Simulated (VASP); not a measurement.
Input of a VASP 6.6.1 run:

File INCAR:

```
SYSTEM = TiC
PREC = Accurate ; ENCUT = 520
EDIFF = 1E-6 ; ISMEAR = -1
SIGMA = 0.05 ; LREAL = .FALSE.
LASPH = .TRUE. ; NELM = 100
ALGO = Normal ; ISIF = 2
LWAVE = .FALSE. ; LCHARG = .TRUE.
GGA = RE ; LELF = .TRUE.
LVHAR = .TRUE. ; NBANDS = 15
```

Contents of KPOINTS:

```
Automatic mesh
0
G
  11 11 11
  0 0 0
```

Contents of POSCAR:

```
TiC
1.0
    0.0000000000      2.1762242369      2.1762242369
    2.1762242369      0.0000000000      2.1762242369
    2.1762242369      2.1762242369      0.0000000000
Ti C
1 1
Direct
    0.0000000000      0.0000000000      0.0000000000
    0.5000000000      0.5000000000      0.5000000000
```

Potentials or basis: VASP PAW PBE potentials, release 64 (Ti_sv, C).

Launch:

```bash
$ cat potpaw_PBE.64/Ti_sv/POTCAR potpaw_PBE.64/C/POTCAR > POTCAR
$ mpirun -np 1 vasp_std > vasp.out
```

Task: Estimate the pressure.

Result: 0.2 GPa.

Task: Estimate the band gap on the k mesh.

Result: Zero (band 8 reaches 10.03 eV, above the bottom of band 9 at 8.92 eV).

Caveat: the PAW data sets were made with another functional, which shifts forces and pressure a little.
